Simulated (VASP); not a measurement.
CdSe, 2 atoms in the cell. The structure is cubic, space group F-43m (No. 216). Conventional cell: a = 6.136 Å, b = 6.136 Å, c = 6.136 Å, α = 90.00°, β = 90.00°, γ = 90.00°. Cd (site symmetry -43m) has 4 Se at 2.66 Å within 3.5 Å. Se (site symmetry -43m) has 4 Cd at 2.66 Å within 3.5 Å. 

- Program: VASP 6.6.1
- Task: single point
- Functional: PBE
- Potentials or basis: VASP PAW PBE potentials, release 64 (Cd, Se)
- Cutoff: 520 eV
- k mesh: 8 × 8 × 8
- Occupations: fermi-dirac, width 0.02 eV
- Spin: non-collinear spin, zero start, spin-orbit coupling
- Starting moments: [[0.0, 0.0, 0.0], [0.0, 0.0, 0.0]] μB
- Dipole correction: no
- Further INCAR settings: ALGO = Normal; EDIFF = 1e-07; NBANDS = 30

Potentials or basis: VASP PAW PBE potentials, release 64 (Cd, Se).

The run is started by

```console
$ cat potpaw_PBE.64/Cd/POTCAR potpaw_PBE.64/Se/POTCAR > POTCAR
$ mpirun -np 1 vasp_ncl > vasp.out
```

Hardware: 1 thread of Intel Xeon 8259CL (shared host).

Task: How long does it take, and how much memory?

Result: Wall time 4 min on 1 thread of Intel Xeon 8259CL, on a shared host, peak memory 0.37 GiB. Counts: scf iterations 15, k points 43.
